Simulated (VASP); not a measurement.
Runs of VASP 6.6.1 on Ir. The structure is that of space group Fm-3m (No. 225), or close to it. The cells are those of the table. 

```tsv
cell	gap on the mesh (eV)	pressure (GPa)
a = 2.695, b = 2.695, c = 2.715 Å, angles 59.8, 59.8, 60.5°, 1 atom	none	(a)
a = 2.777, b = 2.777, c = 2.715 Å, angles 60.7, 60.7, 58.5°, 1 atom	none	-5.6
a = 2.756, b = 2.756, c = 2.715 Å, angles 60.5, 60.5, 59.0°, 1 atom	none	-1.0
a = 2.797, b = 2.797, c = 2.715 Å, angles 61.0, 61.0, 58.1°, 1 atom	none	-9.7
a = 2.735, b = 2.735, c = 2.715 Å, angles 60.2, 60.2, 59.5°, 1 atom	none	4.1
a = 2.787, b = 2.787, c = 2.715 Å, angles 60.9, 60.9, 58.3°, 1 atom	none	(b)
a = 2.674, b = 2.674, c = 2.715 Å, angles 59.5, 59.5, 61.0°, 1 atom	none	23.1
a = 2.654, b = 2.654, c = 2.715 Å, angles 59.2, 59.2, 61.5°, 1 atom	none	30.8
```

Alike in all rows: task single point; level PBE; potentials or basis VASP PAW PBE potentials, release 64 (Ir); no spin polarisation; k mesh 22 × 22 × 22; cutoff (eV) 520; smearing gaussian 0.15 eV.

Estimate the missing entries.

(a) 15.9; (b) -7.6.

Caveats: spin-orbit coupling is left out, which moves the levels of the heavy elements.

A k mesh can miss the band edges, and the runs leave out spin-orbit coupling on Ir.

A gap of «none» marks levels without a gap at the run's occupations.
